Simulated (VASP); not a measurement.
Here is a VASP 6.6.1 calculation.

The input INCAR:

```
PREC     = Accurate       # precision mode
ENCUT    = 520            # plane-wave cutoff, eV
EDIFF    = 1E-6           # SCF threshold, eV
ISMEAR   = 0              # smearing method
SIGMA    = 0.15           # smearing width, eV
LREAL    = F              # projectors in reciprocal space
LASPH    = T              # aspherical terms in the spheres
NELM     = 60             # most SCF steps
ALGO     = Normal         # electronic algorithm
ISIF     = 2              # what is computed and relaxed
LWAVE    = F              # write WAVECAR
LCHARG   = F              # write CHGCAR
NBANDS   = 10             # bands
```

Contents of KPOINTS:

```
regular mesh
0
Gamma
  8 8 8
```

The input POSCAR:

```
Ir
1.0
    0.0000000000      1.9460005285      1.8681605073
    1.9460005285      0.0000000000      1.8681605073
    1.9460005285      1.9460005285      0.0000000000
Ir
1
Direct
    0.0000000000      0.0000000000      0.0000000000
```

Potentials or basis: VASP PAW LDA potentials, release 64 (Ir).

Launch:

```sh
$ cat potpaw_LDA.64/Ir/POTCAR > POTCAR
$ mpirun -np 1 vasp_std > vasp.out
```

Question: Estimate the pressure.

Answer: -4.3 GPa.

Stress tensor (GPa, compression positive):
```
-9.09  0.00  0.00
 0.00 -9.09  0.00
 0.00  0.00  5.39
```
